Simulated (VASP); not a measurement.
# LiCl (Fm-3m) in VASP: notebook

Runs on LiCl. Level: PBE. Tasks: single point, vibrations by perturbation theory, elastic constants.

Everything below comes from runs of VASP 6.6.1. Logs are shortened: lines on timing, memory, paths and dates and some standing lists are left out, and cuts for length are marked.

### Step 1. The cell of the first run

Symmetry: Fm-3m, No. 225, cubic system. The conventional cell has a = 5.150 Å, b = 5.150 Å, c = 5.150 Å, α = 90.00°, β = 90.00°, γ = 90.00°. Within 3.4 Å of Li (site symmetry m-3m) lie 6 Cl at 2.58 Å. Cl (site symmetry m-3m) has 6 Li at 2.58 Å within 3.4 Å.

### Step 2. Single point, PBE

POSCAR

```
LiCl
1.0
    0.0000000000      2.5751811172      2.5751811172
    2.5751811172      0.0000000000      2.5751811172
    2.5751811172      2.5751811172      0.0000000000
Li Cl
1 1
Direct
    0.5000000000      0.5000000000      0.5000000000
    0.0000000000      0.0000000000      0.0000000000
```

INCAR.step1

```
SYSTEM = LiCl
  PREC = Accurate
  ENCUT = 650
  EDIFF = 1E-6
  ISMEAR = 0
  SIGMA = 0.02
  LREAL = .False.
  LASPH = .True.
  NELM = 120
  ALGO = Normal
  ISIF = 2
  LWAVE = .False.
  LCHARG = .True.
  GGA = PE
  NBANDS = 12
  GGA_COMPAT = .False.
  NEDOS = 2001
  LORBIT = 11
```

KPOINTS.step1

```
Automatic mesh
0
Gamma
  8 8 8
  0 0 0
```

INCAR.step2

```
SYSTEM = LiCl
  PREC = Accurate
  ENCUT = 650
  EDIFF = 1E-6
  ISMEAR = -5
  SIGMA = 0.02
  LREAL = .False.
  LASPH = .True.
  NELM = 120
  ALGO = Normal
  ISIF = 2
  LWAVE = .False.
  LCHARG = .False.
  GGA = PE
  LORBIT = 10
  NEDOS = 1001
  ICHARG = 11
  GGA_COMPAT = .False.
```

KPOINTS.step2

```
Automatic mesh
0
Gamma
  12 12 12
  0 0 0
```

Potentials or basis: VASP PAW PBE potentials, release 64 (Li_sv, Cl).

On the command line:

```sh
$ cat potpaw_PBE.64/Li_sv/POTCAR potpaw_PBE.64/Cl/POTCAR > POTCAR
$ cp INCAR.step1 INCAR
$ cp KPOINTS.step1 KPOINTS
$ mpirun -np 1 vasp_std > vasp.out
$ cp INCAR.step2 INCAR
$ cp KPOINTS.step2 KPOINTS
$ mpirun -np 1 vasp_std > vasp.out
```

OUTCAR:

```text
SYSTEM = LiCl
   PREC = Accurate
   ENCUT = 650
   EDIFF = 1E-6
   ISMEAR = -5
   LREAL = .False.
   LASPH = .True.
   NELM = 120
   ISIF = 2
   GGA = PE
   LORBIT = 10
   ICHARG = 11

 ion  position               nearest neighbor table
   1  0.500  0.500  0.500-   2 2.58   2 2.58   2 2.58   2 2.58   2 2.58   2 2.58
   2  0.000  0.000  0.000-   1 2.58   1 2.58   1 2.58   1 2.58   1 2.58   1 2.58

  LATTYP: Found a face centered cubic cell.
 ALAT       =     5.1503622344

  Lattice vectors:

 A1 = (   0.0000000000,   2.5751811172,   2.5751811172)
 A2 = (   2.5751811172,   0.0000000000,   2.5751811172)
 A3 = (   2.5751811172,   2.5751811172,   0.0000000000)

Analysis of symmetry for initial positions (statically):
=====================================================================
 Subroutine PRICEL returns:
 Original cell was already a primitive cell.

 Routine SETGRP: Setting up the symmetry group for a
 face centered cubic supercell.

 Subroutine GETGRP returns: Found 48 space group operations
 (whereof 48 operations were pure point group operations)
 out of a pool of 48 trial point group operations.

The static configuration has the point symmetry O_h .

Analysis of symmetry for dynamics (positions and initial velocities):
=====================================================================
 Subroutine PRICEL returns:
 Original cell was already a primitive cell.

 Routine SETGRP: Setting up the symmetry group for a
 face centered cubic supercell.

 Subroutine GETGRP returns: Found 48 space group operations
 (whereof 48 operations were pure point group operations)
 out of a pool of 48 trial point group operations.

The dynamic configuration has the point symmetry O_h .

 Subroutine INISYM returns: Found 48 space group operations
 (whereof 48 operations are pure point group operations),
 and found     1 'primitive' translations

----------------------------------------------------------------------------------------

                                     Primitive cell

  volume of cell :      34.1549

  direct lattice vectors                    reciprocal lattice vectors
     0.000000000  2.575181117  2.575181117    -0.194161101  0.194161101  0.194161101
     2.575181117  0.000000000  2.575181117     0.194161101 -0.194161101  0.194161101
     2.575181117  2.575181117  0.000000000     0.194161101  0.194161101 -0.194161101

  length of vectors
     3.641856062  3.641856062  3.641856062     0.336296891  0.336296891  0.336296891

  position of ions in fractional coordinates (direct lattice)
     0.500000000  0.500000000  0.500000000
     0.000000000  0.000000000  0.000000000

  ion indices of the primitive-cell ions
   primitive index   ion index
                 1           1
                 2           2

----------------------------------------------------------------------------------------

 KPOINTS: Automatic mesh

Automatic generation of k-mesh.
 Grid dimensions read from file:
 generate k-points for:   12   12   12

 Generating k-lattice:

  Cartesian coordinates                     Fractional coordinates (reciprocal lattice)
    -0.016180092  0.016180092  0.016180092     0.083333333  0.000000000  0.000000000
     0.016180092 -0.016180092  0.016180092     0.000000000  0.083333333  0.000000000
     0.016180092  0.016180092 -0.016180092     0.000000000  0.000000000  0.083333333

  Length of vectors
     0.028024741  0.028024741  0.028024741

  Shift w.r.t. Gamma in fractional coordinates (k-lattice)
     0.000000000  0.000000000  0.000000000

 TETIRR: Found    247 inequivalent tetrahedra from    10368

 Subroutine IBZKPT returns following result:
 ===========================================

 Found     72 irreducible k-points:

 Following reciprocal coordinates:
            Coordinates               Weight
  0.000000  0.000000  0.000000      1.000000
  0.083333  0.000000  0.000000      8.000000
  0.166667  0.000000  0.000000      8.000000
  0.250000  0.000000  0.000000      8.000000
  0.333333  0.000000  0.000000      8.000000
  0.416667  0.000000  0.000000      8.000000
[... 16 lines left out ...]
  0.500000  0.166667  0.000000     24.000000
 -0.416667  0.166667  0.000000     24.000000
 [... further k-points ...]
   k-points           NKPTS =     72   k-points in BZ     NKDIM =     72   number of bands    NBANDS=      9
   number of dos      NEDOS =   1001   number of ions     NIONS =      2
   total plane-waves  NPLWV =  27000
   dimension x,y,z NGX =    30 NGY =   30 NGZ =   30
   dimension x,y,z NGXF=    60 NGYF=   60 NGZF=   60
   ions per type =               1   1
   NGX,Y,Z   is equivalent  to a cutoff of  13.69, 13.69, 13.69 a.u.
   NGXF,Y,Z  is equivalent  to a cutoff of  27.39, 27.39, 27.39 a.u.
 SYSTEM =  LiCl
   PREC   = accura    normal or accurate (medium, high low for compatibility)
   ISTART =      0    job   : 0-new  1-cont  2-samecut
   ICHARG =     11    charge: 1-file 2-atom 10-const
   ISPIN  =      1    spin polarized calculation?
   LNONCOLLINEAR =      F non collinear calculations
   LSORBIT =      F    spin-orbit coupling
   LASPH  =      T    aspherical Exc in radial PAW
   ENCUT  =  650.0 eV  47.77 Ry    6.91 a.u.   7.57  7.57  7.57*2*pi/ulx,y,z
   NELM   =    120;   NELMIN=  2; NELMDL=  0     # of ELM steps
   EDIFF  = 0.1E-05   stopping-criterion for ELM
   LREAL  =      F    real-space projection
   EDIFFG = 0.1E-04   stopping-criterion for IOM
   NSW    =      0    number of steps for IOM
   IBRION =     -1    ionic relax: 0-MD 1-quasi-New 2-CG
   NFREE  =      0    steps in history (QN), initial steepest desc. (CG)
   ISIF   =      2    stress and relaxation
   ISYM   =      2    0-nonsym 1-usesym 2-fastsym
   POTIM  = 0.5000    time-step for ionic-motion
   TEBEG  =    0.0;   TEEND  =   0.0 temperature during run
   PSTRESS=    0.0 pullay stress
   NELECT =      10.0000    total number of electrons
   NUPDOWN=      -1.0000    fix difference up-down
   EMIN   =  10.00;   EMAX   =-10.00  energy-range for DOS
   EFERMI =   0.00;   METHOD = LEGACY
   ISMEAR =    -5;   SIGMA  =   0.02  broadening in eV -4-tet -1-fermi 0-gaus
   EFERMI_NEDOS =   21; number of points for ismear=-14 and -15
   IALGO  =     38    algorithm
   IMIX   =      4    mixing-type and parameters
     AMIX     =   0.40;   BMIX     =  1.00
     AMIX_MAG =   1.60;   BMIX_MAG =  1.00
  volume/ion in A,a.u.               =      17.08       115.24
  Fermi-wavevector in a.u.,A,eV,Ry     =   1.087069  2.054262 16.078259  1.181719
  Thomas-Fermi vector in A             =   2.223220
   LORBIT       =     10    0 simple, 1 ext, 2 COOP (PROOUT), +10 PAW based schemes
   GGA     = PE    functional components
   LHFCALC =     F    Hartree Fock is set to
   AEXX    =    0.0000 exact exchange contribution
   IVDW    =     0    specifies the selected vdW correction
   LEPSILON=     F    determine dielectric tensor
   LRPA    =     F    only Hartree local field effects (RPA)
 non-spin polarized calculation
 Fermi weights with tetrahedron method with Bloechl corrections
  energy-cutoff  :      650.00
  volume of cell :       34.15
 maximum number of plane-waves:      1304

 number of electron      10.0000007 magnetization

 Free energy of the ion-electron system (eV)
  ---------------------------------------------------
  ext. energy  EPLUGINS =         0.00000000
  ---------------------------------------------------
  free energy    TOTEN  =        -7.38525459 eV

  energy without entropy =       -7.38525459  energy(sigma->0) =       -7.38525459

 E-fermi :   0.5009     XC(G=0):  -8.6782

 val. band max:        0.4912939164   @ k =  -0.0833   0.0833   0.0000
 cond. band min:       6.7588190199   @ k =   0.0000   0.0000   0.0000
 fundamental gap:      6.2675251035
 Fermi energy:         0.5009321746

 k-point     1 :       0.0000    0.0000    0.0000
  band No.  band energies     occupation
      1     -43.0513      2.00000
      2     -12.8655      2.00000
      3       0.4885      2.00000
      4       0.4885      2.00000
      5       0.4885      2.00000
      6       6.7588      0.00000
      7      12.4167      0.00000
      8      12.4167      0.00000
      9      12.4167      0.00000

 k-point     2 :       0.0833    0.0000    0.0000
  band No.  band energies     occupation
      1     -43.0513      2.00000
      2     -12.8322      2.00000
      3       0.2428      2.00000
      4       0.4700      2.00000
      5       0.4700      2.00000
      6       6.9879      0.00000
      7      11.9643      0.00000
      8      12.4391      0.00000
      9      12.4391      0.00000

 k-point     3 :       0.1667    0.0000    0.0000
  band No.  band energies     occupation
      1     -43.0509      2.00000
      2     -12.7386      2.00000
      3      -0.3561      2.00000
      4       0.4208      2.00000
      5       0.4208      2.00000
      6       7.4479      0.00000
      7      11.3795      0.00000
      8      11.9717      0.00000
      9      11.9717      0.00000

 k-point     4 :       0.2500    0.0000    0.0000
  band No.  band energies     occupation
      1     -43.0502      2.00000
      2     -12.6048      2.00000
      3      -1.0638      2.00000
      4       0.3567      2.00000
      5       0.3567      2.00000
      6       7.6672      0.00000
      7      11.1658      0.00000
      8      11.1658      0.00000
      9      11.4190      0.00000
[... 205 lines left out ...]
 k-point    22 :       0.4167    0.1667    0.0000
  band No.  band energies     occupation
      1     -43.0490      2.00000
      2     -12.3366      2.00000
      3      -1.8012      2.00000
      4      -0.2145      2.00000
      5      -0.0343      2.00000
      6       8.4109      0.00000
      7       9.8524      0.00000
      8      11.2879      0.00000
      9      11.4216      0.00000

 k-point    23 :       0.5000    0.1667    0.0000
  band No.  band energies     occupation
      1     -43.0487      2.00000
      2     -12.2565      2.00000
      3      -2.0702      2.00000
      4      -0.3846      2.00000
      5       0.0044      2.00000
      6       8.2068      0.00000
      7       9.8287      0.00000
      8      10.8111      0.00000
      9      12.2860      0.00000

 k-point    24 :      -0.4167    0.1667    0.0000
  band No.  band energies     occupation
      1     -43.0487      2.00000
      2     -12.2465      2.00000
      3      -2.0891      2.00000
      4      -0.5011      2.00000
      5       0.0963      2.00000
      6       8.1502      0.00000
      7       9.9918      0.00000
      8      10.5319      0.00000
      9      12.5487      0.00000

 [... further k-points ...]

------------------------ aborting loop because EDIFF is reached ----------------------------------------

  FORCE on cell =-STRESS in cart. coord.  units (eV):
  Direction    XX          YY          ZZ          XY          YZ          ZX
  --------------------------------------------------------------------------------------
  -------------------------------------------------------------------------------------
  Total       -0.0242584     -0.0242584     -0.0242584      0.0000000      0.0000000      0.0000000
  in kB       -1.1379423     -1.1379423     -1.1379423      0.0000000      0.0000000      0.0000000
  external PRESSURE =      -1.1379423 kB  Pullay stress =       0.0000000 kB

 VOLUME and BASIS-vectors are now :
 -----------------------------------------------------------------------------
  energy-cutoff  :      650.00
  volume of cell :       34.15
      direct lattice vectors                 reciprocal lattice vectors
     0.000000000  2.575181117  2.575181117    -0.194161101  0.194161101  0.194161101
     2.575181117  0.000000000  2.575181117     0.194161101 -0.194161101  0.194161101
     2.575181117  2.575181117  0.000000000     0.194161101  0.194161101 -0.194161101

 POSITION                                       TOTAL-FORCE (eV/Angst)
 -----------------------------------------------------------------------------------
      2.57518      2.57518      2.57518        -0.000000      0.000000     -0.000000
      0.00000      0.00000      0.00000         0.000000     -0.000000      0.000000
 -----------------------------------------------------------------------------------
    total drift:                                0.000000      0.000000      0.000000

  FREE ENERGIE OF THE ION-ELECTRON SYSTEM (eV)
  ---------------------------------------------------
  free  energy   TOTEN  =        -7.3852545884 eV

  energy  without entropy=       -7.3852545884  energy(sigma->0) =       -7.38525459

 total charge

# of ion       s       p       d       tot
------------------------------------------
    1        2.006   0.033   0.000   2.039
    2        1.589   3.589   0.000   5.179
--------------------------------------------------
tot          3.595   3.622   0.000   7.217
```

Wall time 16 s (1 thread of AMD EPYC 9R45 (Zen 5), shared host); peak memory 0.14 GiB.

Results:

- Valence electrons inside the program's atomic spheres: Li 2.04; Cl 5.18

### Step 3. Vibrations by perturbation theory, PBE

INCAR

```
SYSTEM = LiCl
  PREC = Accurate
  ENCUT = 750
  EDIFF = 1E-8
  ISMEAR = 0
  SIGMA = 0.01
  LREAL = .FALSE.
  LASPH = .TRUE.
  NELM = 120
  ALGO = Normal
  ISIF = 2
  LWAVE = .FALSE.
  LCHARG = .FALSE.
  GGA = PE
  NBANDS = 12
  IBRION = 8
  NSW = 1
  LEPSILON = .TRUE.
  GGA_COMPAT = .FALSE.
```

KPOINTS

```
regular mesh
0
G
  8 8 8
  0 0 0
```

POSCAR is that of step 2.

Potentials or basis: VASP PAW PBE potentials, release 64 (Li_sv, Cl).

On the command line:

```sh
$ cat potpaw_PBE.64/Li_sv/POTCAR potpaw_PBE.64/Cl/POTCAR > POTCAR
$ mpirun -np 1 vasp_std > vasp.out
```

OUTCAR:

```text
SYSTEM = LiCl
   PREC = Accurate
   ENCUT = 750
   EDIFF = 1E-8
   ISMEAR = 0
   LREAL = .FALSE.
   LASPH = .TRUE.
   NELM = 120
   ISIF = 2
   GGA = PE
   IBRION = 8
   NSW = 1
   LEPSILON = .TRUE.

 ion  position               nearest neighbor table
   1  0.500  0.500  0.500-   2 2.58   2 2.58   2 2.58   2 2.58   2 2.58   2 2.58
   2  0.000  0.000  0.000-   1 2.58   1 2.58   1 2.58   1 2.58   1 2.58   1 2.58

[... 691 lines left out ...]
      0.000000  0.000000  0.000000     0.000000   -0.411051    0.000000
[... 21 lines left out ...]
   6 f/i=    0.025543 THz     0.160489 2PiTHz    0.852009 cm-1     0.105636 meV
             X         Y         Z           dx          dy          dz
      2.575181  2.575181  2.575181     0.000000    0.000000   -0.411051
      0.000000  0.000000  0.000000     0.000000    0.000000   -0.911612

--------------------------------------------------------------------------------------------------------

 MACROSCOPIC STATIC DIELECTRIC TENSOR IONIC CONTRIBUTION
 ------------------------------------------------------
          12.870463     0.000000     0.000000
           0.000000    12.870463     0.000000
           0.000000     0.000000    12.870463
 ------------------------------------------------------

 ELASTIC MODULI CONTR FROM IONIC RELAXATION (kBar)
 Direction    XX          YY          ZZ          XY          YZ          ZX
 --------------------------------------------------------------------------------
 XX           0.0000      0.0000      0.0000      0.0000      0.0000      0.0000
 YY           0.0000      0.0000      0.0000      0.0000      0.0000      0.0000
 ZZ           0.0000      0.0000      0.0000      0.0000      0.0000      0.0000
 XY           0.0000      0.0000      0.0000      0.0000      0.0000      0.0000
 YZ           0.0000      0.0000      0.0000      0.0000      0.0000      0.0000
 ZX           0.0000      0.0000      0.0000      0.0000      0.0000      0.0000
 --------------------------------------------------------------------------------

 PIEZOELECTRIC TENSOR IONIC CONTR  for field in x, y, z        (C/m^2)
          XX          YY          ZZ          XY          YZ          ZX
  --------------------------------------------------------------------------------
  x     0.00000     0.00000     0.00000     0.00000     0.00000     0.00000
  y     0.00000     0.00000     0.00000     0.00000     0.00000     0.00000
  z     0.00000     0.00000     0.00000     0.00000     0.00000     0.00000
```

OSZICAR:

```text
N       E                     dE             d eps       ncg     rms          rms(c)
DAV:   1     0.481360437041E+02    0.48136E+02   -0.57174E+03   696   0.102E+03
DAV:   2    -0.285149558754E+01   -0.50988E+02   -0.48736E+02   864   0.186E+02
DAV:   3    -0.731634556668E+01   -0.44648E+01   -0.44431E+01  1196   0.437E+01
DAV:   4    -0.744695306430E+01   -0.13061E+00   -0.13019E+00   904   0.650E+00
DAV:   5    -0.744938985763E+01   -0.24368E-02   -0.24368E-02   992   0.862E-01    0.238E+00
[... 236 lines left out ...]
RMM:  14    -0.190277175864E+00    0.93463E-08    0.43649E-07  3216   0.564E-05    0.239E-06
RMM:  15    -0.190277169862E+00    0.60025E-08    0.30560E-07  2870   0.527E-05    0.434E-07
RMM:  16    -0.190277171735E+00   -0.18729E-08    0.28023E-07  2452   0.512E-05    0.317E-07
RMM:  17    -0.190277171109E+00    0.62526E-09    0.25814E-07  2240   0.506E-05    0.118E-07
RMM:  18    -0.190277170752E+00    0.35775E-09    0.24743E-07  2019   0.503E-05    0.443E-08
 Linear response finished
```

Wall time 7.5 min (1 thread of AMD EPYC 9R45 (Zen 5), shared host); peak memory 0.27 GiB.

What came out:

```
Electronic dielectric tensor (diagonal)                 : 2.96
Born charges (mean of the diagonal)                     : Li +1.19; Cl -1.19 e
Highest phonon frequency at Γ, LO-TO splitting left out : 164 cm⁻¹
```

Phonon frequencies in cm⁻¹ (negative: imaginary):
```csv
q point,frequencies
"(0.000, 0.000, 0.000)",-1 -1 -1 164 164 164
```

Electronic dielectric tensor:
```
2.96 0.00 0.00
0.00 2.96 0.00
0.00 0.00 2.96
```

Born effective charge tensors (e):
atom 1, Li
```
1.19 0.00 0.00
0.00 1.19 0.00
0.00 0.00 1.19
```
atom 2, Cl
```
-1.19  0.00  0.00
 0.00 -1.19  0.00
 0.00  0.00 -1.19
```

(Continued in part 2 of 2.)
